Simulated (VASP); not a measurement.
A run of VASP 6.6.1:

INCAR

```
  PREC = Accurate
  ENCUT = 520
  EDIFF = 1E-6
  ISMEAR = 0
  SIGMA = 0.1
  LREAL = False
  LASPH = True
  NELM = 60
  ALGO = Normal
  ISIF = 2
  LWAVE = False
  LCHARG = False
  LDIPOL = True
  IDIPOL = 3
  DIPOL = 0.5 0.5 0.302
  GGA = PE
  NBANDS = 32
```

KPOINTS

```
regular mesh
0
Gamma
  6 6 1
```

The input POSCAR:

```
Al6H
1.0
    5.7135165837      0.0000000000      0.0000000000
   -2.8567582918      4.9480505064      0.0000000000
    0.0000000000      0.0000000000     22.6013782090
Al H
12 2
Direct
    0.3333333333      0.1666666667      0.1769803577
    0.3333333333      0.6666666667      0.1769803577
    0.8333333333      0.1666666667      0.1769803577
    0.8333333333      0.6666666667      0.1769803577
    0.1666666667      0.3333333333      0.2787759109
    0.1666666667      0.8333333333      0.2787759109
    0.6666666667      0.3333333333      0.2787759109
    0.6666666667      0.8333333333      0.2787759109
    0.0000000000      0.0000000000      0.3805687480
    0.0000000000      0.5000000000      0.3805687480
    0.5000000000      0.0000000000      0.3805687480
    0.5000000000      0.5000000000      0.3805687480
    0.1843661658      0.5000000000      0.4429543241
    0.3156338342      0.5000000000      0.4429543241
```

Potentials or basis: VASP PAW PBE potentials, release 64 (Al, H).

The run is started by

```bash
$ cat potpaw_PBE.64/Al/POTCAR potpaw_PBE.64/H/POTCAR > POTCAR
$ mpirun -np 1 vasp_std > vasp.out
```

Hardware: 1 thread of Intel(R) Xeon(R) 6975P-C (Granite Rapids), on a shared host.

Problem. Estimate the wall time of this run.

Solution. It took 4.8 min on 1 thread of Intel(R) Xeon(R) 6975P-C (Granite Rapids), on a shared host, peak memory 0.7 GiB. Counts: scf iterations 25, k points 13.
